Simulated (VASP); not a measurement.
The system is MnS.

```
CELL_PARAMETERS angstrom
0.00000 2.47346 2.47346
2.47346 0.00000 2.47346
2.47346 2.47346 0.00000
ATOMIC_POSITIONS crystal
Mn 0.00000 0.00000 0.00000
S 0.75000 0.75000 0.75000
```

| Item | Value |
| --- | --- |
| Program | VASP 6.6.1 |
| Task | relaxation of cell and atoms |
| Functional | revPBE |
| Potentials or basis | VASP PAW PBE potentials, release 64 (Mn_pv, S) |
| Cutoff | 600 eV |
| k mesh | 9 × 9 × 9 |
| Occupations | fermi-dirac, width 0.05 eV |
| Spin | collinear spin, ferromagnetic start |
| Starting moments | [4.0, 0.0] μB |

At the start: pressure 5.3 GPa; volume 15.13 Å³/atom.

Where does the relaxation end?

Over 3 steps the energy falls by 9.8 meV/atom and the volume is 15.74 Å³/atom (+4.0 %); space group F-43m (No. 216, to 0.05 Å); moment 0.24 μB per cell.

Step by step:
| step | energy change (eV) | largest force (eV/Å) | pressure (GPa) | volume (Å³) |
| --- | --- | --- | --- | --- |
| 1 | 0.0000 | 0.0000 | 5.29 | 30.27 |
| 2 | -0.0073 | 0.0000 | -3.69 | 32.51 |
| 3 | -0.0195 | 0.0000 | -0.04 | 31.49 |

Final structure:
```cif
data_structure
_symmetry_space_group_name_H-M 'P 1'
_symmetry_Int_Tables_number 1
_cell_length_a 3.5445
_cell_length_b 3.5445
_cell_length_c 3.5445
_cell_angle_alpha 60.000
_cell_angle_beta 60.000
_cell_angle_gamma 60.000
_cell_volume 31.49
loop_
_atom_site_label
_atom_site_type_symbol
_atom_site_fract_x
_atom_site_fract_y
_atom_site_fract_z
_atom_site_occupancy
Mn1 Mn 0.00000 0.00000 0.00000 1
S1 S 0.75000 0.75000 0.75000 1
```

Caveat: the PAW data sets were made with another functional, which shifts forces and pressure a little; the moment fell far below its start of 4 μB, so a state of higher moment may lie lower in energy.
